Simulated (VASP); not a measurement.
# TiSi (rocksalt type) (Fm-3m) in VASP: further runs, part 2 of 2

VASP 6.6.1. Earlier steps stand in the parts before.

## 4. Relaxation of cell and atoms, PBEsol, target pressure 40 GPa, at which the enthalpy is minimised

The input, INCAR:

```
SYSTEM = TiSi
  PREC = Accurate
  ENCUT = 600
  EDIFF = 1E-6
  ISMEAR = -1
  SIGMA = 0.1
  LREAL = .FALSE.
  LASPH = .TRUE.
  NELM = 100
  ALGO = Normal
  ISIF = 3
  LWAVE = .FALSE.
  LCHARG = .FALSE.
  GGA = PS
  IBRION = 2
  NSW = 60
  EDIFFG = -0.005
  PSTRESS = 400.0
```

The input, KPOINTS:

```
Automatic mesh
0
G
  14 14 14
  0 0 0
```

The input, POSCAR:

```
TiSi
1.0
    0.0000000000      2.3422784513      2.3422784513
    2.3422784513      0.0000000000      2.3422784513
    2.3422784513      2.3422784513      0.0000000000
Ti Si
1 1
Direct
    0.0000000000      0.0000000000      0.0000000000
    0.5000000000      0.5000000000      0.5000000000
```

Potentials or basis: VASP PAW PBE potentials, release 64 (Ti_sv, Si).

The run is started by

```
> cat potpaw_PBE.64/Ti_sv/POTCAR potpaw_PBE.64/Si/POTCAR > POTCAR
> mpirun -np 1 vasp_std > vasp.out
```

OUTCAR:

```text
SYSTEM = TiSi
   PREC = Accurate
   ENCUT = 600
   EDIFF = 1E-6
   ISMEAR = -1
   LREAL = .FALSE.
   LASPH = .TRUE.
   NELM = 100
   ISIF = 3
   GGA = PS
   IBRION = 2
   NSW = 60
   EDIFFG = -0.005
   PSTRESS = 400.0

 ion  position               nearest neighbor table
   1  0.000  0.000  0.000-   2 2.34   2 2.34   2 2.34   2 2.34   2 2.34   2 2.34
   2  0.500  0.500  0.500-   1 2.34   1 2.34   1 2.34   1 2.34   1 2.34   1 2.34

  LATTYP: Found a face centered cubic cell.
 ALAT       =     4.6845569026

  Lattice vectors:

 A1 = (   0.0000000000,   2.3422784513,   2.3422784513)
 A2 = (   2.3422784513,   0.0000000000,   2.3422784513)
 A3 = (   2.3422784513,   2.3422784513,   0.0000000000)

Analysis of symmetry for initial positions (statically):
=====================================================================
 Subroutine PRICEL returns:
 Original cell was already a primitive cell.

 Routine SETGRP: Setting up the symmetry group for a
 face centered cubic supercell.

 Subroutine GETGRP returns: Found 48 space group operations
 (whereof 48 operations were pure point group operations)
 out of a pool of 48 trial point group operations.

The static configuration has the point symmetry O_h .

Analysis of symmetry for dynamics (positions and initial velocities):
=====================================================================
 Subroutine PRICEL returns:
 Original cell was already a primitive cell.

 Routine SETGRP: Setting up the symmetry group for a
 face centered cubic supercell.

 Subroutine GETGRP returns: Found 48 space group operations
 (whereof 48 operations were pure point group operations)
 out of a pool of 48 trial point group operations.

The dynamic configuration has the point symmetry O_h .

 Subroutine INISYM returns: Found 48 space group operations
 (whereof 48 operations are pure point group operations),
 and found     1 'primitive' translations

----------------------------------------------------------------------------------------

                                     Primitive cell

  volume of cell :      25.7007

  direct lattice vectors                    reciprocal lattice vectors
     0.000000000  2.342278451  2.342278451    -0.213467361  0.213467361  0.213467361
     2.342278451  0.000000000  2.342278451     0.213467361 -0.213467361  0.213467361
     2.342278451  2.342278451  0.000000000     0.213467361  0.213467361 -0.213467361

  length of vectors
     3.312481953  3.312481953  3.312481953     0.369736315  0.369736315  0.369736315

  position of ions in fractional coordinates (direct lattice)
     0.000000000  0.000000000  0.000000000
     0.500000000  0.500000000  0.500000000

  ion indices of the primitive-cell ions
   primitive index   ion index
                 1           1
                 2           2

----------------------------------------------------------------------------------------

 KPOINTS: Automatic mesh

Automatic generation of k-mesh.
 Grid dimensions read from file:
 generate k-points for:   14   14   14

 Generating k-lattice:

  Cartesian coordinates                     Fractional coordinates (reciprocal lattice)
    -0.015247669  0.015247669  0.015247669     0.071428571  0.000000000  0.000000000
[... 49 lines left out ...]
 SYSTEM =  TiSi
   PREC   = accura    normal or accurate (medium, high low for compatibility)
   ISTART =      0    job   : 0-new  1-cont  2-samecut
   ICHARG =      2    charge: 1-file 2-atom 10-const
   ISPIN  =      1    spin polarized calculation?
   LNONCOLLINEAR =      F non collinear calculations
   LSORBIT =      F    spin-orbit coupling
   LASPH  =      T    aspherical Exc in radial PAW
   ENCUT  =  600.0 eV  44.10 Ry    6.64 a.u.   6.62  6.62  6.62*2*pi/ulx,y,z
   NELM   =    100;   NELMIN=  2; NELMDL= -5     # of ELM steps
   EDIFF  = 0.1E-05   stopping-criterion for ELM
   LREAL  =      F    real-space projection
   EDIFFG = -.5E-02   stopping-criterion for IOM
   NSW    =     60    number of steps for IOM
   IBRION =      2    ionic relax: 0-MD 1-quasi-New 2-CG
   NFREE  =      1    steps in history (QN), initial steepest desc. (CG)
   ISIF   =      3    stress and relaxation
   ISYM   =      2    0-nonsym 1-usesym 2-fastsym
   POTIM  = 0.5000    time-step for ionic-motion
   TEBEG  =    0.0;   TEEND  =   0.0 temperature during run
   PSTRESS=  400.0 pullay stress
   NELECT =      16.0000    total number of electrons
   NUPDOWN=      -1.0000    fix difference up-down
   EMIN   =  10.00;   EMAX   =-10.00  energy-range for DOS
   EFERMI =   0.00;   METHOD = LEGACY
   ISMEAR =    -1;   SIGMA  =   0.10  broadening in eV -4-tet -1-fermi 0-gaus
   EFERMI_NEDOS =   21; number of points for ismear=-14 and -15
   IALGO  =     38    algorithm
   IMIX   =      4    mixing-type and parameters
     AMIX     =   0.40;   BMIX     =  1.00
     AMIX_MAG =   1.60;   BMIX_MAG =  1.00
  volume/ion in A,a.u.               =      12.85        86.72
  Fermi-wavevector in a.u.,A,eV,Ry     =   1.397868  2.641588 26.586277  1.954036
  Thomas-Fermi vector in A             =   2.521082
   LORBIT       =      0    0 simple, 1 ext, 2 COOP (PROOUT), +10 PAW based schemes
   GGA     = PS    functional components
   LHFCALC =     F    Hartree Fock is set to
   AEXX    =    0.0000 exact exchange contribution
   IVDW    =     0    specifies the selected vdW correction
   LEPSILON=     F    determine dielectric tensor
   LRPA    =     F    only Hartree local field effects (RPA)
 conjugate gradient relaxation of ions
 non-spin polarized calculation
  energy-cutoff  :      600.00
  volume of cell :       25.70
 maximum number of plane-waves:       882
   NGX = 13   NGY = 13   NGZ = 13

--------------------------------------- Ionic step        1  -------------------------------------------

 number of electron      15.9999999 magnetization

 Free energy of the ion-electron system (eV)
  ---------------------------------------------------
  ext. energy  EPLUGINS =         0.00000000
  ---------------------------------------------------
  free energy    TOTEN  =       -14.40180592 eV

  energy without entropy =      -14.38406298  energy(sigma->0) =      -14.39293445

------------------------ aborting loop because EDIFF is reached ----------------------------------------

  FORCE on cell =-STRESS in cart. coord.  units (eV):
  Direction    XX          YY          ZZ          XY          YZ          ZX
  --------------------------------------------------------------------------------------
  -------------------------------------------------------------------------------------
  Total        6.4795422      6.4795422      6.4795422      0.0000000     -0.0000000      0.0000000
  in kB      403.9330028    403.9330028    403.9330028      0.0000000     -0.0000000      0.0000000
  external PRESSURE =       3.9330028 kB  Pullay stress =     400.0000000 kB
[... 63 lines left out ...]
--------------------------------------- Ionic step        3  -------------------------------------------

 number of electron      16.0000000 magnetization

 Free energy of the ion-electron system (eV)
  ---------------------------------------------------
  ext. energy  EPLUGINS =         0.00000000
  ---------------------------------------------------
  free energy    TOTEN  =       -14.41067480 eV

  energy without entropy =      -14.39291960  energy(sigma->0) =      -14.40179720

 E-fermi :  11.0730     XC(G=0): -12.3649

 val. band max:       11.0348444274   @ k =   0.2143   0.1429   0.0000
 cond. band min:      11.1112325899   @ k =   0.2143   0.1429   0.0714
 fundamental gap:      0.0763881625
 Fermi energy:        11.0729852599

 k-point     1 :       0.0000    0.0000    0.0000
  band No.  band energies     occupation
      1     -44.8144      2.00000
      2     -21.1861      2.00000
      3     -21.1861      2.00000
      4     -21.1861      2.00000
      5      -0.2528      2.00000
      6      10.8384      1.82521
      7      10.8384      1.82521
      8      10.8384      1.82521
      9      11.4877      0.03112
     10      11.4877      0.03112
     11      15.6537      0.00000
     12      15.6537      0.00000
[... 331 lines left out ...]
 k-point    24 :       0.2857    0.1429    0.0000
  band No.  band energies     occupation
      1     -44.7951      2.00000
      2     -21.3258      2.00000
      3     -21.2226      2.00000
      4     -21.2194      2.00000
      5       1.3087      2.00000
      6       8.6353      2.00000
      7       9.3435      2.00000
      8      10.3042      1.99908
      9      11.4234      0.05839
     10      12.3093      0.00001
     11      15.2587      0.00000
     12      16.6356      0.00000

 [... further k-points ...]

------------------------ aborting loop because EDIFF is reached ----------------------------------------

  FORCE on cell =-STRESS in cart. coord.  units (eV):
  Direction    XX          YY          ZZ          XY          YZ          ZX
  --------------------------------------------------------------------------------------
  -------------------------------------------------------------------------------------
  Total        6.4240318      6.4240318      6.4240318      0.0000000      0.0000000      0.0000000
  in kB      399.9222033    399.9222033    399.9222033      0.0000000      0.0000000      0.0000000
  external PRESSURE =      -0.0777967 kB  Pullay stress =     400.0000000 kB
[... 21 lines left out ...]
  energy  without entropy=      -14.3929196047  energy(sigma->0) =      -14.40179720

  enthalpy is  TOTEN    =        -7.9853933179 eV   P V=        6.4252814794

 reached required accuracy - stopping structural energy minimisation
```

Run time: 52 s. Hardware: 1 thread of Intel Xeon Platinum 8488C (Sapphire Rapids), shared host; peak memory 0.19 GiB.

Results:

```yaml
Free_energy: -14.4107 eV
Relaxed_volume: 12.87 Å³/atom
Relaxed_cell: a = 3.314 Å, b = 3.314 Å, c = 3.314 Å, α = 60.00°, β = 60.00°, γ = 60.00°
Space_group_after_relaxing_to_0.1_Å: Fm-3m (No. 225)
Energy_change_on_relaxing_the_run_minimises_the_enthalpy: -4.4 meV/atom
Ionic_steps: 3
Pressure_after_relaxing: 40.0 GPa
Band_gap_on_the_k_mesh: zero (bands 8 and 9 overlap by 1.22 eV)
```

The path:
```csv
step,energy change (eV),largest force (eV/Å),pressure (GPa),volume (Å³)
1,0.0000,0.0000,40.39,25.70
2,-0.0292,0.0000,39.21,25.82
3,-0.0089,0.0000,39.99,25.74
```

Final structure:
```xyz
2
Lattice="0.0000 2.3434 2.3434 2.3434 0.0000 2.3434 2.3434 2.3434 0.0000" Properties=species:S:1:pos:R:3 pbc="T T T"
Ti    0.0000    0.0000    0.0000
Si    2.3434    2.3434    2.3434
```

Caveat: the cell is relaxed towards a set pressure, so the run minimises the enthalpy, not the energy; the PAW data sets were made with another functional, which shifts forces and pressure a little.

The gap in the log of VASP goes by the Fermi energy; the results here count the filled bands.